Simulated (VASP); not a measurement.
Crystal: WC.

```
W C
1.0
     1.64035   -2.11804    0.00000
     1.64035    2.11804    0.00000
     0.00000    0.00000    4.30942
W C
1 1
Direct
  0.50000 0.50000 0.50000
  0.00000 0.00000 0.00000
```

Base run:

| Quantity | Value |
| --- | --- |
| Program | VASP 6.6.1 |
| Functional | PBE |
| Potentials or basis | VASP PAW PBE potentials, release 64 (W_sv, C) |
| Cutoff | 520 eV |
| k mesh | 10 × 10 × 6 |
| Occupations | gaussian, width 0.022 eV |
| Spin | no spin polarisation |

Its results: band gap on the k mesh zero (bands 9 and 10 overlap by 4.08 eV); pressure -31.9 GPa.

The run is repeated on the same cell with these changes: functional from PBE to BLYP; occupations from gaussian, width 0.022 eV to fermi-dirac, width 0.05 eV. What comes out?

Band gap on the k mesh zero (bands 9 and 10 overlap by 3.97 eV); pressure -24.0 GPa.

Caveats: spin-orbit coupling is left out, which moves the levels of the heavy elements; the stress differs along the axes, from -59 to -2 GPa (at least some runs); the stress differs along the axes, from -51 to 6 GPa (at least some runs); the PAW data sets were made with another functional, which shifts forces and pressure a little (at least some runs).
